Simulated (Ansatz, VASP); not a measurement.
Si2B3 in VASP and in Ansatz

```
Si B
1.0
     2.06755    1.19370    3.65392
    -2.06755    1.19370    3.65392
     0.00000   -2.38740    3.65392
Si B
2 3
Direct
  0.00000 0.00000 0.00000
  0.50000 0.50000 0.50000
  0.00000 0.00000 0.50000
  0.50000 0.00000 0.00000
  0.00000 0.50000 0.00000
```

Alike in both runs: functional PBE; k mesh 5 × 5 × 5; occupations gaussian, width 0.2 eV; no spin polarisation.

Ansatz relaxed the structure, and its values are those at the end. VASP's run is a single point on that final structure, the one shown.

|  | VASP | Ansatz |
| --- | --- | --- |
| version | VASP 6.6.1 | Ansatz 0.2.0 |
| potentials or method | VASP PAW PBE potentials, release 64 (Si, B), cutoff 500 eV | scalar-relativistic, plane waves, PAW |
| valence electrons in the cell | 17 | 17 |

Ansatz gave:

| Quantity | Value |
| --- | --- |
| gap on the k mesh at the Fermi level (eV) | none |
| pressure (GPa) | 0.3 |

Which values does VASP return?

gap on the k mesh at the Fermi level (eV): none; pressure (GPa): 0.2.

A gap of «none» marks a metal or a gap that the smearing closes.

The k mesh is coarse, so the values compare programs but aren't converged.
